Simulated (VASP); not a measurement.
# Hf2Si (I4/mcm) in VASP: single point with PBEsol

Aim: the single point of Hf2Si with PBEsol.

All numbers are computed with VASP 6.6.1; they aren't measurements. Logs are shortened: lines on timing, memory, paths and dates and some standing lists are left out, and cuts for length are marked.

**1. The cell of the first run**

It takes space group I4/mcm (No. 140, tetragonal). Conventional cell: a = 6.511 Å, b = 6.511 Å, c = 5.143 Å, α = 90.00°, β = 90.00°, γ = 90.00°. Hf (site symmetry m2m) has 4 Si at 2.77 Å and 11 Hf at 2.89 to 3.47 Å within 3.7 Å. Within 3.4 Å of Si (site symmetry 422) lie 2 Si at 2.57 Å and 8 Hf at 2.77 Å.

**2. Single point, PBEsol**

Input file POSCAR:

```
Hf2Si
1.0
   -3.2553259385      3.2553259385      2.5716076328
    3.2553259385     -3.2553259385      2.5716076328
    3.2553259385      3.2553259385     -2.5716076328
Hf Si
4 2
Direct
    0.8432528485      0.6567471515      0.5000000000
    0.3432528485      0.8432528485      0.1865056970
    0.1567471515      0.3432528485      0.5000000000
    0.6567471515      0.1567471515      0.8134943030
    0.7500000000      0.7500000000      0.0000000000
    0.2500000000      0.2500000000      0.0000000000
```

Input file INCAR.step1:

```
SYSTEM = Hf2Si
ALGO     = Fast           ! electronic algorithm
EDIFF    = 1E-6           ! SCF threshold, eV
ENCUT    = 520            ! plane-wave cutoff, eV
GGA      = PS             ! functional
ISIF     = 2              ! what is computed and relaxed
ISMEAR   = 0              ! smearing method
LASPH    = .True.         ! aspherical terms in the spheres
LCHARG   = .True.         ! write CHGCAR
LMAXMIX  = 4              ! l up to which the mixer works
LREAL    = .False.        ! projectors in reciprocal space
LWAVE    = .False.        ! write WAVECAR
NBANDS   = 33             ! bands
NELM     = 60             ! most SCF steps
PREC     = Accurate       ! precision mode
SIGMA    = 0.1            ! smearing width, eV
```

Input file KPOINTS.step1:

```
k-points
0
Gamma
  10 10 10
  0 0 0
```

Input file INCAR.step2:

```
SYSTEM = Hf2Si
ALGO     = Fast           ! electronic algorithm
EDIFF    = 1E-6           ! SCF threshold, eV
ENCUT    = 520            ! plane-wave cutoff, eV
GGA      = PS             ! functional
ICHARG   = 11             ! starting density
ISIF     = 2              ! what is computed and relaxed
ISMEAR   = -5             ! smearing method
LASPH    = .True.         ! aspherical terms in the spheres
LCHARG   = .False.        ! write CHGCAR
LMAXMIX  = 4              ! l up to which the mixer works
LORBIT   = 11             ! projections on sites
LREAL    = .False.        ! projectors in reciprocal space
LWAVE    = .False.        ! write WAVECAR
NEDOS    = 2001           ! points of the DOS
NELM     = 60             ! most SCF steps
PREC     = Accurate       ! precision mode
SIGMA    = 0.1            ! smearing width, eV
```

Input file KPOINTS.step2:

```
k-points
0
Gamma
  15 15 15
  0 0 0
```

Potentials or basis: VASP PAW PBE potentials, release 64 (Hf_pv, Si).

Command:

```console
cat potpaw_PBE.64/Hf_pv/POTCAR potpaw_PBE.64/Si/POTCAR > POTCAR
cp INCAR.step1 INCAR
cp KPOINTS.step1 KPOINTS
mpirun -np 1 vasp_std > vasp.out
cp INCAR.step2 INCAR
cp KPOINTS.step2 KPOINTS
mpirun -np 1 vasp_std > vasp.out
```

OUTCAR:

```text
SYSTEM = Hf2Si
   EDIFF = 1E-6
   ENCUT = 520
   GGA = PS
   ICHARG = 11
   ISIF = 2
   ISMEAR = -5
   LASPH = .True.
   LORBIT = 11
   LREAL = .False.
   NELM = 60
   PREC = Accurate

 ion  position               nearest neighbor table
   1  0.843  0.657  0.500-   5 2.77   5 2.77   6 2.77   6 2.77   3 2.89   3 3.09   3 3.09   4 3.28
                             2 3.28   4 3.28   2 3.28   2 3.47   4 3.47   2 3.47   4 3.47
   2  0.343  0.843  0.187-   5 2.77   6 2.77   6 2.77   5 2.77   4 2.89   4 3.09   4 3.09   3 3.28
                             1 3.28   1 3.28   3 3.28   3 3.47   1 3.47   1 3.47   3 3.47
   3  0.157  0.343  0.500-   6 2.77   6 2.77   5 2.77   5 2.77   1 2.89   1 3.09   1 3.09   4 3.28
                             2 3.28   4 3.28   2 3.28   4 3.47   2 3.47   4 3.47   2 3.47
   4  0.657  0.157  0.813-   6 2.77   5 2.77   5 2.77   6 2.77   2 2.89   2 3.09   2 3.09   3 3.28
                             1 3.28   1 3.28   3 3.28   1 3.47   3 3.47   1 3.47   3 3.47
   5  0.750  0.750  0.000-   6 2.57   6 2.57   2 2.77   4 2.77   2 2.77   1 2.77   4 2.77   1 2.77
                             3 2.77   3 2.77
   6  0.250  0.250  0.000-   5 2.57   5 2.57   3 2.77   4 2.77   2 2.77   3 2.77   4 2.77   2 2.77
                             1 2.77   1 2.77

  LATTYP: Found a body centered tetragonal cell.
 ALAT       =     6.5106518770
 C/A-ratio  =     0.7899693245

  Lattice vectors:

 A1 = (  -3.2553259385,   3.2553259385,   2.5716076328)
 A2 = (   3.2553259385,  -3.2553259385,   2.5716076328)
 A3 = (   3.2553259385,   3.2553259385,  -2.5716076328)

Analysis of symmetry for initial positions (statically):
=====================================================================
 Subroutine PRICEL returns:
 Original cell was already a primitive cell.

 Routine SETGRP: Setting up the symmetry group for a
 body centered tetragonal supercell.

 Subroutine GETGRP returns: Found 16 space group operations
 (whereof  8 operations were pure point group operations)
 out of a pool of 16 trial point group operations.

The static configuration has the point symmetry C_4h.
 The point group associated with its full space group is D_4h.

Analysis of symmetry for dynamics (positions and initial velocities):
=====================================================================
 Subroutine PRICEL returns:
 Original cell was already a primitive cell.

 Routine SETGRP: Setting up the symmetry group for a
 body centered tetragonal supercell.

 Subroutine GETGRP returns: Found 16 space group operations
 (whereof  8 operations were pure point group operations)
 out of a pool of 16 trial point group operations.

The dynamic configuration has the point symmetry C_4h.
 The point group associated with its full space group is D_4h.

 Subroutine INISYM returns: Found 16 space group operations
 (whereof  8 operations are pure point group operations),
 and found     1 'primitive' translations

----------------------------------------------------------------------------------------

                                     Primitive cell

  volume of cell :     109.0068

  direct lattice vectors                    reciprocal lattice vectors
    -3.255325938  3.255325938  2.571607633     0.000000000  0.153594451  0.194430905
     3.255325938 -3.255325938  2.571607633     0.153594451  0.000000000  0.194430905
     3.255325938  3.255325938 -2.571607633     0.153594451  0.153594451  0.000000000

  length of vectors
     5.273277894  5.273277894  5.273277894     0.247779402  0.247779402  0.217215356

  position of ions in fractional coordinates (direct lattice)
     0.843252849  0.656747151  0.500000000
     0.343252849  0.843252849  0.186505697
     0.156747151  0.343252849  0.500000000
     0.656747151  0.156747151  0.813494303
     0.750000000  0.750000000  0.000000000
     0.250000000  0.250000000  0.000000000

  ion indices of the primitive-cell ions
   primitive index   ion index
                 1           1
                 2           2
                 3           3
                 4           4
                 5           5
                 6           6

----------------------------------------------------------------------------------------

 KPOINTS: k-points

Automatic generation of k-mesh.
 Grid dimensions read from file:
 generate k-points for:   15   15   15

 Generating k-lattice:

  Cartesian coordinates                     Fractional coordinates (reciprocal lattice)
     0.000000000  0.010239630  0.012962060     0.066666667  0.000000000  0.000000000
     0.010239630  0.000000000  0.012962060     0.000000000  0.066666667  0.000000000
     0.010239630  0.010239630  0.000000000     0.000000000  0.000000000  0.066666667

  Length of vectors
     0.016518627  0.016518627  0.014481024

  Shift w.r.t. Gamma in fractional coordinates (k-lattice)
     0.000000000  0.000000000  0.000000000

 TETIRR: Found   8139 inequivalent tetrahedra from    20250

 Subroutine IBZKPT returns following result:
 ===========================================

 Found    288 irreducible k-points:

 Following reciprocal coordinates:
            Coordinates               Weight
  0.000000  0.000000  0.000000      1.000000
  0.066667  0.000000 -0.000000      8.000000
  0.133333 -0.000000  0.000000      8.000000
  0.200000  0.000000  0.000000      8.000000
  0.266667 -0.000000  0.000000      8.000000
  0.333333 -0.000000  0.000000      8.000000
[... 16 lines left out ...]
  0.133333  0.133333  0.000000      8.000000
  0.200000  0.133333  0.000000     16.000000
 [... further k-points ...]
   k-points           NKPTS =    288   k-points in BZ     NKDIM =    288   number of bands    NBANDS=     28
   number of dos      NEDOS =   2001   number of ions     NIONS =      6
   total plane-waves  NPLWV =  64000
   dimension x,y,z NGX =    40 NGY =   40 NGZ =   40
   dimension x,y,z NGXF=    80 NGYF=   80 NGZF=   80
   ions per type =               4   2
   NGX,Y,Z   is equivalent  to a cutoff of  12.61, 12.61, 12.61 a.u.
   NGXF,Y,Z  is equivalent  to a cutoff of  25.22, 25.22, 25.22 a.u.
 SYSTEM =  Hf2Si
   PREC   = accura    normal or accurate (medium, high low for compatibility)
   ISTART =      0    job   : 0-new  1-cont  2-samecut
   ICHARG =     11    charge: 1-file 2-atom 10-const
   ISPIN  =      1    spin polarized calculation?
   LNONCOLLINEAR =      F non collinear calculations
   LSORBIT =      F    spin-orbit coupling
   LASPH  =      T    aspherical Exc in radial PAW
   ENCUT  =  520.0 eV  38.22 Ry    6.18 a.u.   9.80  9.80  9.80*2*pi/ulx,y,z
   NELM   =     60;   NELMIN=  2; NELMDL=  0     # of ELM steps
   EDIFF  = 0.1E-05   stopping-criterion for ELM
   LREAL  =      F    real-space projection
   EDIFFG = 0.1E-04   stopping-criterion for IOM
   NSW    =      0    number of steps for IOM
   IBRION =     -1    ionic relax: 0-MD 1-quasi-New 2-CG
   NFREE  =      0    steps in history (QN), initial steepest desc. (CG)
   ISIF   =      2    stress and relaxation
   ISYM   =      2    0-nonsym 1-usesym 2-fastsym
   POTIM  = 0.5000    time-step for ionic-motion
   TEBEG  =    0.0;   TEEND  =   0.0 temperature during run
   PSTRESS=    0.0 pullay stress
   NELECT =      48.0000    total number of electrons
   NUPDOWN=      -1.0000    fix difference up-down
   EMIN   =  10.00;   EMAX   =-10.00  energy-range for DOS
   EFERMI =   0.00;   METHOD = LEGACY
   ISMEAR =    -5;   SIGMA  =   0.10  broadening in eV -4-tet -1-fermi 0-gaus
   EFERMI_NEDOS =   21; number of points for ismear=-14 and -15
   IALGO  =     68    algorithm
   IMIX   =      4    mixing-type and parameters
     AMIX     =   0.40;   BMIX     =  1.00
     AMIX_MAG =   1.60;   BMIX_MAG =  1.00
  volume/ion in A,a.u.               =      18.17       122.60
  Fermi-wavevector in a.u.,A,eV,Ry     =   1.245482  2.353619 21.105694  1.551225
  Thomas-Fermi vector in A             =   2.379702
   LORBIT       =     11    0 simple, 1 ext, 2 COOP (PROOUT), +10 PAW based schemes
   GGA     = PS    functional components
   LHFCALC =     F    Hartree Fock is set to
   AEXX    =    0.0000 exact exchange contribution
   IVDW    =     0    specifies the selected vdW correction
   LEPSILON=     F    determine dielectric tensor
   LRPA    =     F    only Hartree local field effects (RPA)
 non-spin polarized calculation
 RMM-DIIS sequential band-by-band and
 Fermi weights with tetrahedron method with Bloechl corrections
  energy-cutoff  :      520.00
  volume of cell :      109.01
 maximum number of plane-waves:      2958

 number of electron      47.9999999 magnetization

 Free energy of the ion-electron system (eV)
  ---------------------------------------------------
  ext. energy  EPLUGINS =         0.00000000
  ---------------------------------------------------
  free energy    TOTEN  =       -58.29619410 eV

  energy without entropy =      -58.29619410  energy(sigma->0) =      -58.29619410

 E-fermi :   6.0998     XC(G=0): -11.7250

 val. band max:        6.1583235719   @ k =   0.4000   0.0000   0.0000
 cond. band min:       6.0854787923   @ k =   0.2667   0.2000   0.0000
 fundamental gap:     -0.0728447796
 Fermi energy:         6.0998336223

 k-point     1 :       0.0000    0.0000    0.0000
  band No.  band energies     occupation
      1     -24.1212      2.00000
      2     -24.1095      2.00000
      3     -23.9891      2.00000
      4     -23.9891      2.00000
      5     -23.9557      2.00000
      6     -23.9557      2.00000
[... 20 lines left out ...]
     27       8.2139      0.00000
     28       8.7233      0.00000

 k-point     2 :       0.0667    0.0000   -0.0000
  band No.  band energies     occupation
      1     -24.1282      2.00000
      2     -24.1093      2.00000
      3     -24.0054      2.00000
      4     -24.0030      2.00000
      5     -23.9397      2.00000
      6     -23.9349      2.00000
[... 674 lines left out ...]
 k-point    24 :       0.2000    0.1333    0.0000
  band No.  band energies     occupation
      1     -24.2099      2.00000
      2     -24.1337      2.00000
      3     -24.0557      2.00000
      4     -23.9627      2.00000
      5     -23.8915      2.00000
      6     -23.8408      2.00000
[... 20 lines left out ...]
     27       7.5813      0.00000
     28       8.9953      0.00000

 [... further k-points ...]
[... 5 lines left out ...]
  --------------------------------------------------------------------------------------
  -------------------------------------------------------------------------------------
  Total       -0.1112199     -0.1112199     -0.1924737      0.0000000      0.0000000      0.0000000
  in kB       -1.6347050     -1.6347050     -2.8289698      0.0000000      0.0000000      0.0000000
  external PRESSURE =      -2.0327932 kB  Pullay stress =       0.0000000 kB

 VOLUME and BASIS-vectors are now :
 -----------------------------------------------------------------------------
  energy-cutoff  :      520.00
  volume of cell :      109.01
      direct lattice vectors                 reciprocal lattice vectors
    -3.255325938  3.255325938  2.571607633     0.000000000  0.153594451  0.194430905
     3.255325938 -3.255325938  2.571607633     0.153594451  0.000000000  0.194430905
     3.255325938  3.255325938 -2.571607633     0.153594451  0.153594451  0.000000000

 POSITION                                       TOTAL-FORCE (eV/Angst)
 -----------------------------------------------------------------------------------
      1.02053      2.23480      2.57161        -0.009969      0.009969     -0.000000
      2.23480     -1.02053      2.57161         0.009969      0.009969      0.000000
      2.23480      1.02053      0.00000         0.009969     -0.009969     -0.000000
      1.02053      4.27585      0.00000        -0.009969     -0.009969     -0.000000
      0.00000      0.00000      3.85741        -0.000000      0.000000     -0.000000
      0.00000      0.00000      1.28580        -0.000000      0.000000     -0.000000
 -----------------------------------------------------------------------------------
    total drift:                                0.000000     -0.000000      0.000000

  FREE ENERGIE OF THE ION-ELECTRON SYSTEM (eV)
  ---------------------------------------------------
  free  energy   TOTEN  =       -58.2961940995 eV

  energy  without entropy=      -58.2961940995  energy(sigma->0) =      -58.29619410

 total charge

# of ion       s       p       d       tot
------------------------------------------
    1        0.343   6.462   1.626   8.432
    2        0.343   6.462   1.626   8.432
    3        0.343   6.462   1.626   8.432
    4        0.343   6.462   1.626   8.432
    5        0.750   0.975   0.000   1.725
    6        0.750   0.975   0.000   1.725
--------------------------------------------------
tot          2.874  27.799   6.505  37.178
```

Wall time 9.7 min (1 thread of AMD EPYC 9R45 (Zen 5), shared host); peak memory 0.73 GiB.

What came out:

| Item | Value |
| --- | --- |
| Valence electrons inside the program's atomic spheres | Hf 8.43; Si 1.73 |

Caveat: the PAW data sets were made with another functional, which shifts forces and pressure a little; spin-orbit coupling is left out, which moves the levels of the heavy elements.
